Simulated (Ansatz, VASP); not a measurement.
## One calculation of Mg3CdS2, two programs

```
Mg Cd S
1.0
     4.49153    0.00000    0.00000
    -2.24577    3.88978    0.00000
     0.00000    0.00000    6.83440
Mg Cd S
3 1 2
Direct
  0.81664 0.18336 0.50000
  0.81664 0.63329 0.50000
  0.36671 0.18336 0.50000
  0.00000 0.00000 0.00000
  0.00000 0.00000 0.67428
  0.00000 0.00000 0.32572
```

Alike in both runs: task relaxation of cell and atoms; functional PBE; k mesh 6 × 6 × 4; occupations gaussian, width 0.1 eV; no spin polarisation.

```csv
,VASP,Ansatz
version,VASP 6.6.1,Ansatz 0.2.0
potentials or method,"VASP PAW PBE potentials, release 64 (Mg, Cd, S), cutoff 600 eV","scalar-relativistic, plane waves, PAW"
valence electrons in the cell,30,62
```

```csv
,VASP,Ansatz,Ansatz less VASP
"gap on the k mesh at the Fermi level, each at its own relaxed structure (eV)",0.25,0.48,+0.228
relaxed volume (Å³/atom),56.39,60.36,+3.971
relaxed cell length with the largest relative difference (Å),10.620,11.323,+0.7025
```

One of these differences is far larger than is usual between the two programs; its cause wasn't traced. VASP's potentials hold 30 valence electrons a cell and Ansatz's 62, so a difference there can come from the potentials and not from the codes.

Noted on VASP's run: the volume moved by over 15 % at a fixed basis, so the end points are rough.
